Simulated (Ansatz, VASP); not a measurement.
One calculation of BeCd2S2, two programs

```
Be Cd S
1.0
     3.70308    0.00000    0.00000
     0.00000    3.70308    0.00000
     0.00000    0.00000    7.02675
Be Cd S
1 2 2
Direct
  0.00000 0.00000 0.50000
  0.50000 0.50000 0.00000
  0.50000 0.50000 0.50000
  0.00000 0.00000 0.78121
  0.00000 0.00000 0.21879
```

Alike in both runs: functional PBE; k mesh 10 × 10 × 6; occupations gaussian, width 0.1 eV; no spin polarisation.

Ansatz relaxed the structure, and its values are those at the end. VASP's run is a single point on that final structure, the one shown.

```csv
,VASP,Ansatz
version,VASP 6.6.1,Ansatz 0.2.0
potentials or method,"VASP PAW PBE potentials, release 64 (Be, Cd, S), cutoff 600 eV","scalar-relativistic, plane waves, PAW"
valence electrons in the cell,38,54
```

Ansatz gave:

- gap on the k mesh at the Fermi level (eV): none
- pressure (GPa): 0.0
- rms of the force components (eV/Å): 0.000

**Question.** Which values does VASP return?

**Answer.** gap on the k mesh at the Fermi level (eV): none; pressure (GPa): 0.1; rms of the force components (eV/Å): 0.006.

A gap of «none» marks a metal or a gap that the smearing closes. VASP's potentials hold 38 valence electrons a cell and Ansatz's 54, so a difference there can come from the potentials and not from the codes.
